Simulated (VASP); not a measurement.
# Ni (Im-3m) in VASP: notebook

Runs on Ni. Level: PBE. Tasks: relaxation of cell and atoms, single point.

All numbers are computed with VASP 6.6.1; they aren't measurements. Logs are shortened: lines on timing, memory, paths and dates and some standing lists are left out, and cuts for length are marked.

**1. The cell of the first run**

Symmetry: Im-3m, No. 229, cubic system. The conventional cell has a = 2.797 Å, b = 2.797 Å, c = 2.797 Å, α = 90.00°, β = 90.00°, γ = 90.00°. Ni (site symmetry m-3m) has 14 Ni at 2.42 to 2.80 Å within 3.2 Å.

**2. Relaxation of cell and atoms, PBE, collinear spin, ferromagnetic start**

INCAR reads:

```
PREC = Accurate
ENCUT = 600
EDIFF = 1E-7
ISMEAR = -1
SIGMA = 0.05
LREAL = False
LASPH = True
NELM = 200
ALGO = Normal
ISIF = 3
LWAVE = False
LCHARG = False
ISPIN = 2
MAGMOM = 0.8
LORBIT = 11
LMAXMIX = 4
GGA = PE
IBRION = 2
NSW = 80
EDIFFG = -0.01
GGA_COMPAT = False
NELMIN = 4
```

KPOINTS reads:

```
Automatic mesh
0
Gamma
  16 16 16
```

POSCAR reads:

```
Ni
1.0
   -1.3984527048      1.3984527048      1.3984527048
    1.3984527048     -1.3984527048      1.3984527048
    1.3984527048      1.3984527048     -1.3984527048
Ni
1
Direct
    0.0000000000      0.0000000000      0.0000000000
```

Potentials or basis: VASP PAW PBE potentials, release 64 (Ni).

Run with:

```sh
cat potpaw_PBE.64/Ni/POTCAR > POTCAR
mpirun -np 1 vasp_std > vasp.out
```

OUTCAR:

```text
PREC = Accurate
   ENCUT = 600
   EDIFF = 1E-7
   ISMEAR = -1
   LREAL = False
   LASPH = True
   NELM = 200
   ISIF = 3
   ISPIN = 2
   LORBIT = 11
   GGA = PE
   IBRION = 2
   NSW = 80
   EDIFFG = -0.01
   NELMIN = 4

 ion  position               nearest neighbor table
   1  0.000  0.000  0.000-

  LATTYP: Found a body centered cubic cell.
 ALAT       =     2.7969054096

  Lattice vectors:

 A1 = (  -1.3984527048,   1.3984527048,   1.3984527048)
 A2 = (   1.3984527048,  -1.3984527048,   1.3984527048)
 A3 = (   1.3984527048,   1.3984527048,  -1.3984527048)

Analysis of symmetry for initial positions (statically):
=====================================================================
 Subroutine PRICEL returns:
 Original cell was already a primitive cell.

 Routine SETGRP: Setting up the symmetry group for a
 body centered cubic supercell.

 Subroutine GETGRP returns: Found 48 space group operations
 (whereof 48 operations were pure point group operations)
 out of a pool of 48 trial point group operations.

The static configuration has the point symmetry O_h .

Analysis of symmetry for dynamics (positions and initial velocities):
=====================================================================
 Subroutine PRICEL returns:
 Original cell was already a primitive cell.

 Routine SETGRP: Setting up the symmetry group for a
 body centered cubic supercell.

 Subroutine GETGRP returns: Found 48 space group operations
 (whereof 48 operations were pure point group operations)
 out of a pool of 48 trial point group operations.

The dynamic configuration has the point symmetry O_h .

Analysis of structural, dynamic, and magnetic symmetry:
=====================================================================
 Subroutine PRICEL returns:
 Original cell was already a primitive cell.

 Routine SETGRP: Setting up the symmetry group for a
 body centered cubic supercell.

 Subroutine GETGRP returns: Found 48 space group operations
 (whereof 48 operations were pure point group operations)
 out of a pool of 48 trial point group operations.

The overall configuration has the point symmetry O_h .

 Subroutine INISYM returns: Found 48 space group operations
 (whereof 48 operations are pure point group operations),
 and found     1 'primitive' translations

----------------------------------------------------------------------------------------

                                     Primitive cell

  volume of cell :      10.9396

  direct lattice vectors                    reciprocal lattice vectors
    -1.398452705  1.398452705  1.398452705     0.000000000  0.357538012  0.357538012
     1.398452705 -1.398452705  1.398452705     0.357538012  0.000000000  0.357538012
     1.398452705  1.398452705 -1.398452705     0.357538012  0.357538012  0.000000000

  length of vectors
     2.422191137  2.422191137  2.422191137     0.505635106  0.505635106  0.505635106

  position of ions in fractional coordinates (direct lattice)
     0.000000000  0.000000000  0.000000000

  ion indices of the primitive-cell ions
   primitive index   ion index
                 1           1

----------------------------------------------------------------------------------------

 KPOINTS: Automatic mesh

Automatic generation of k-mesh.
 Grid dimensions read from file:
 generate k-points for:   16   16   16

 Generating k-lattice:

  Cartesian coordinates                     Fractional coordinates (reciprocal lattice)
     0.000000000  0.022346126  0.022346126     0.062500000  0.000000000  0.000000000
     0.022346126  0.000000000  0.022346126     0.000000000  0.062500000  0.000000000
     0.022346126  0.022346126  0.000000000     0.000000000  0.000000000  0.062500000

  Length of vectors
     0.031602194  0.031602194  0.031602194

  Shift w.r.t. Gamma in fractional coordinates (k-lattice)
     0.000000000  0.000000000  0.000000000

 Subroutine IBZKPT returns following result:
 ===========================================

 Found    145 irreducible k-points:

 Following reciprocal coordinates:
            Coordinates               Weight
  0.000000  0.000000  0.000000      1.000000
  0.062500  0.000000  0.000000     12.000000
  0.125000  0.000000  0.000000     12.000000
  0.187500  0.000000  0.000000     12.000000
  0.250000  0.000000  0.000000     12.000000
  0.312500  0.000000  0.000000     12.000000
[... 16 lines left out ...]
  0.187500  0.187500  0.000000     24.000000
  0.250000  0.187500 -0.000000     48.000000
 [... further k-points ...]
   k-points           NKPTS =    145   k-points in BZ     NKDIM =    145   number of bands    NBANDS=      9
   number of dos      NEDOS =    301   number of ions     NIONS =      1
   total plane-waves  NPLWV =   8000
   dimension x,y,z NGX =    20 NGY =   20 NGZ =   20
   dimension x,y,z NGXF=    40 NGYF=   40 NGZF=   40
   ions per type =               1
   NGX,Y,Z   is equivalent  to a cutoff of  13.73, 13.73, 13.73 a.u.
   NGXF,Y,Z  is equivalent  to a cutoff of  27.45, 27.45, 27.45 a.u.
 SYSTEM =  unknown system
   PREC   = accura    normal or accurate (medium, high low for compatibility)
   ISTART =      0    job   : 0-new  1-cont  2-samecut
   ICHARG =      2    charge: 1-file 2-atom 10-const
   ISPIN  =      2    spin polarized calculation?
   LNONCOLLINEAR =      F non collinear calculations
   LSORBIT =      F    spin-orbit coupling
   LASPH  =      T    aspherical Exc in radial PAW
   ENCUT  =  600.0 eV  44.10 Ry    6.64 a.u.   4.84  4.84  4.84*2*pi/ulx,y,z
   NELM   =    200;   NELMIN=  4; NELMDL= -5     # of ELM steps
   EDIFF  = 0.1E-06   stopping-criterion for ELM
   LREAL  =      F    real-space projection
   EDIFFG = -.1E-01   stopping-criterion for IOM
   NSW    =     80    number of steps for IOM
   IBRION =      2    ionic relax: 0-MD 1-quasi-New 2-CG
   NFREE  =      1    steps in history (QN), initial steepest desc. (CG)
   ISIF   =      3    stress and relaxation
   ISYM   =      2    0-nonsym 1-usesym 2-fastsym
   POTIM  = 0.5000    time-step for ionic-motion
   TEBEG  =    0.0;   TEEND  =   0.0 temperature during run
   PSTRESS=    0.0 pullay stress
   NELECT =      10.0000    total number of electrons
   NUPDOWN=      -1.0000    fix difference up-down
   EMIN   =  10.00;   EMAX   =-10.00  energy-range for DOS
   EFERMI =   0.00;   METHOD = LEGACY
   ISMEAR =    -1;   SIGMA  =   0.05  broadening in eV -4-tet -1-fermi 0-gaus
   EFERMI_NEDOS =   21; number of points for ismear=-14 and -15
   IALGO  =     38    algorithm
   IMIX   =      4    mixing-type and parameters
     AMIX     =   0.40;   BMIX     =  1.00
     AMIX_MAG =   1.60;   BMIX_MAG =  1.00
  volume/ion in A,a.u.               =      10.94        73.82
  Fermi-wavevector in a.u.,A,eV,Ry     =   1.588816  3.002428 34.345698  2.524338
  Thomas-Fermi vector in A             =   2.687762
   LORBIT       =     11    0 simple, 1 ext, 2 COOP (PROOUT), +10 PAW based schemes
   GGA     = PE    functional components
   LHFCALC =     F    Hartree Fock is set to
   AEXX    =    0.0000 exact exchange contribution
   IVDW    =     0    specifies the selected vdW correction
   LEPSILON=     F    determine dielectric tensor
   LRPA    =     F    only Hartree local field effects (RPA)
 conjugate gradient relaxation of ions
 spin polarized calculation
  energy-cutoff  :      600.00
  volume of cell :       10.94
 maximum number of plane-waves:       378
   NGX =  9   NGY =  9   NGZ =  9

--------------------------------------- Ionic step        1  -------------------------------------------

 number of electron      10.0000000 magnetization       0.8000000

 number of electron       9.9999993 magnetization       0.5493542

 Free energy of the ion-electron system (eV)
  ---------------------------------------------------
  ext. energy  EPLUGINS =         0.00000000
  ---------------------------------------------------
  free energy    TOTEN  =        -5.38382975 eV

  energy without entropy =       -5.37116220  energy(sigma->0) =       -5.37749598

------------------------ aborting loop because EDIFF is reached ----------------------------------------

  FORCE on cell =-STRESS in cart. coord.  units (eV):
  Direction    XX          YY          ZZ          XY          YZ          ZX
  --------------------------------------------------------------------------------------
  -------------------------------------------------------------------------------------
  Total        0.0417121      0.0417121      0.0417121     -0.0000000      0.0000000     -0.0000000
  in kB        6.1089953      6.1089953      6.1089953     -0.0000000      0.0000000     -0.0000000
  external PRESSURE =       6.1089953 kB  Pullay stress =       0.0000000 kB
[... 55 lines left out ...]
  energy  without entropy=       -5.3711096953  energy(sigma->0) =       -5.37747323

--------------------------------------- Ionic step        3  -------------------------------------------

 number of electron       9.9999993 magnetization       0.5501933

 Free energy of the ion-electron system (eV)
  ---------------------------------------------------
  ext. energy  EPLUGINS =         0.00000000
  ---------------------------------------------------
  free energy    TOTEN  =        -5.38389267 eV

  energy without entropy =       -5.37119547  energy(sigma->0) =       -5.37754407

 E-fermi :   9.1195     XC(G=0): -13.1996

 val. band max:        9.1181485530   @ k =   0.3750   0.1875  -0.0000
 cond. band min:       9.1213637255   @ k =  -0.3125   0.3750   0.1875
 fundamental gap:      0.0032151725
 Fermi energy:         9.1194702113

 spin component 1

 k-point     1 :       0.0000    0.0000    0.0000
  band No.  band energies     occupation
      1       0.3024      1.00000
      2       6.8650      1.00000
      3       6.8650      1.00000
      4       6.8650      1.00000
      5       8.2617      1.00000
      6       8.2617      1.00000
      7      35.4996      0.00000
      8      35.4996      0.00000
      9      35.4996      0.00000
[... 265 lines left out ...]
 k-point    24 :       0.2500    0.1875   -0.0000
  band No.  band energies     occupation
      1       4.7194      1.00000
      2       6.1732      1.00000
      3       6.4991      1.00000
      4       8.0178      1.00000
      5       8.4462      1.00000
      6       9.6943      0.00001
      7      20.8823      0.00000
      8      23.0573      0.00000
      9      29.3594      0.00000

 [... further k-points ...]

 spin component 2

 k-point     1 :       0.0000    0.0000    0.0000
  band No.  band energies     occupation
      1       0.2870      1.00000
      2       7.5331      1.00000
      3       7.5331      1.00000
      4       7.5331      1.00000
      5       8.7440      0.99945
      6       8.7440      0.99945
      7      35.3964      0.00000
      8      35.3964      0.00000
      9      35.3964      0.00000
[... 304 lines left out ...]
  FREE ENERGIE OF THE ION-ELECTRON SYSTEM (eV)
  ---------------------------------------------------
  free  energy   TOTEN  =        -5.3838926711 eV

  energy  without entropy=       -5.3711954730  energy(sigma->0) =       -5.37754407

 reached required accuracy - stopping structural energy minimisation

 total charge

# of ion       s       p       d       tot
------------------------------------------
    1        0.488   0.481   8.331   9.300

 magnetization (x)

# of ion       s       p       d       tot
------------------------------------------
    1       -0.004  -0.017   0.580   0.559
```

It took 69 s on 1 thread of Intel Xeon 6975P-C, shared host; peak memory 0.16 GiB.

Results:

- Free energy: -5.3839 eV
- Relaxed volume: 10.97 Å³/atom
- Relaxed cell: a = 2.425 Å, b = 2.425 Å, c = 2.425 Å, α = 109.47°, β = 109.47°, γ = 109.47°
- Space group after relaxing (to 0.05 Å): Im-3m (No. 229)
- Energy gained by relaxing: 0.1 meV/atom
- Ionic steps: 3
- Pressure after relaxing: 0.0 GPa
- Net moment: 0.55 μB per cell
- Site moments: Ni +0.56 μB
- Valence electrons inside the program's atomic spheres: Ni 9.30

Final structure:
```
Ni
1.0
    -1.39988    1.39988    1.39988
     1.39988   -1.39988    1.39988
     1.39988    1.39988   -1.39988
Ni
1
Direct
  0.00000 0.00000 0.00000
```

Levels at points of the mesh, in eV from the Fermi level:
Spin up:
| k point | band 1 | band 2 | band 3 | band 4 | band 5 | band 6 | band 7 | band 8 | band 9 |
| --- | --- | --- | --- | --- | --- | --- | --- | --- | --- |
| (0.00, 0.00, 0.00) | -8.82 | -2.25 | -2.25 | -2.25 | -0.86 | -0.86 | 26.38 | 26.38 | 26.38 |
| (0.50, 0.00, 0.00) | -4.54 | -3.16 | -0.94 | -0.71 | -0.05 | 0.30 | 6.43 | 19.05 | 19.93 |
| (0.50, 0.50, 0.50) | -4.11 | -4.11 | -0.26 | -0.26 | -0.26 | 9.74 | 9.74 | 9.74 | 15.60 |
Spin down:
```tsv
k point	band 3	band 4	band 5	band 6	band 7	band 8
(0.00, 0.00, 0.00)	-1.59	-1.59	-0.38	-0.38	26.28	26.28
(0.50, 0.00, 0.00)	-0.39	-0.21	0.27	0.72	6.78	18.98
(0.50, 0.50, 0.50)	0.49	0.49	0.49	9.77	9.77	9.77
```

**3. Single point, PBE, collinear spin, ferromagnetic start (volume scaled by 0.88)**

INCAR reads:

```
PREC = Accurate
ENCUT = 600
EDIFF = 1E-6
ISMEAR = -1
SIGMA = 0.05
LREAL = False
LASPH = True
NELM = 200
ALGO = Normal
ISIF = 2
LWAVE = False
LCHARG = False
ISPIN = 2
MAGMOM = 0.592
LORBIT = 11
LMAXMIX = 4
GGA = PE
NBANDS = 15
GGA_COMPAT = False
```

KPOINTS reads:

```
regular mesh
0
Gamma
  18 18 18
```

POSCAR reads:

```
Ni
1.0
   -1.3419144014      1.3419144014      1.3419144014
    1.3419144014     -1.3419144014      1.3419144014
    1.3419144014      1.3419144014     -1.3419144014
Ni
1
Direct
    0.0000000000      0.0000000000      0.0000000000
```

Potentials or basis: VASP PAW PBE potentials, release 64 (Ni).

Run with:

```sh
cat potpaw_PBE.64/Ni/POTCAR > POTCAR
mpirun -np 1 vasp_std > vasp.out
```

OUTCAR:

```text
PREC = Accurate
   ENCUT = 600
   EDIFF = 1E-6
   ISMEAR = -1
   LREAL = False
   LASPH = True
   NELM = 200
   ISIF = 2
   ISPIN = 2
   LORBIT = 11
   GGA = PE

 ion  position               nearest neighbor table
   1  0.000  0.000  0.000-

  LATTYP: Found a body centered cubic cell.
 ALAT       =     2.6838288028

  Lattice vectors:

 A1 = (  -1.3419144014,   1.3419144014,   1.3419144014)
 A2 = (   1.3419144014,  -1.3419144014,   1.3419144014)
[... 1066 lines left out ...]
 [... further k-points ...]
[... 5 lines left out ...]
  --------------------------------------------------------------------------------------
  -------------------------------------------------------------------------------------
  Total        1.8769869      1.8769869      1.8769869     -0.0000000      0.0000000     -0.0000000
  in kB      311.1267783    311.1267783    311.1267783     -0.0000000      0.0000000     -0.0000000
  external PRESSURE =     311.1267783 kB  Pullay stress =       0.0000000 kB

 VOLUME and BASIS-vectors are now :
 -----------------------------------------------------------------------------
  energy-cutoff  :      600.00
  volume of cell :        9.67
      direct lattice vectors                 reciprocal lattice vectors
    -1.341914401  1.341914401  1.341914401     0.000000000  0.372602008  0.372602008
     1.341914401 -1.341914401  1.341914401     0.372602008  0.000000000  0.372602008
     1.341914401  1.341914401 -1.341914401     0.372602008  0.372602008  0.000000000

 POSITION                                       TOTAL-FORCE (eV/Angst)
 -----------------------------------------------------------------------------------
      0.00000      0.00000      0.00000         0.000000     -0.000000      0.000000
 -----------------------------------------------------------------------------------
    total drift:                                0.000000     -0.000000      0.000000

  FREE ENERGIE OF THE ION-ELECTRON SYSTEM (eV)
  ---------------------------------------------------
  free  energy   TOTEN  =        -5.2633666078 eV

  energy  without entropy=       -5.2502706757  energy(sigma->0) =       -5.25681864

 total charge

# of ion       s       p       d       tot
------------------------------------------
    1        0.544   0.602   8.404   9.550

 magnetization (x)

# of ion       s       p       d       tot
------------------------------------------
    1       -0.000  -0.000   0.007   0.007
```

stdout:

```text
POSCAR found type information on POSCAR Ni
 POSCAR found :  1 types and       1 ions
 scaLAPACK will be used
 LDA part: xc-table for (Slater+PW92), standard interpolation
 POSCAR, INCAR and KPOINTS ok, starting setup
 FFT: planning ... GRIDC
 FFT: planning ... GRID_SOFT
 FFT: planning ... GRID
 WAVECAR not read
 entering main loop
```

Wall time 84 s (1 thread of Intel Xeon Platinum 8375C at 2.90GHz (Ice Lake), shared host); peak memory 0.17 GiB.

Results:

```yaml
Free_energy: -5.2634 eV
Pressure: 31.1 GPa
Band_gap_on_the_k_mesh: zero (filled and empty bands overlap)
Net_moment: 0.01 μB per cell
Valence_electrons_inside_the_program's_atomic_spheres: Ni 9.55
```

Levels at points of the mesh, in eV from the Fermi level:
Spin up:
| k point | band 3 | band 4 | band 5 | band 6 | band 7 | band 8 |
| --- | --- | --- | --- | --- | --- | --- |
| (0.00, 0.00, 0.00) | -2.25 | -2.25 | -0.68 | -0.68 | 27.70 | 27.70 |
| (0.50, 0.00, 0.00) | -0.73 | -0.48 | 0.16 | 0.47 | 7.66 | 20.21 |
| (0.50, 0.50, 0.50) | 0.20 | 0.20 | 0.20 | 10.62 | 10.62 | 10.62 |
Spin down:
```
           k point  band 3  band 4  band 5  band 6  band 7  band 8
(0.00, 0.00, 0.00)   -2.24   -2.24   -0.67   -0.67   27.70   27.70
(0.50, 0.00, 0.00)   -0.72   -0.48    0.16    0.48    7.67   20.21
(0.50, 0.50, 0.50)    0.21    0.21    0.21   10.62   10.62   10.62
```

Caveat: the cell differs from its parent crystal (volume scaled by 0.88).

[end of part 1 of 2]
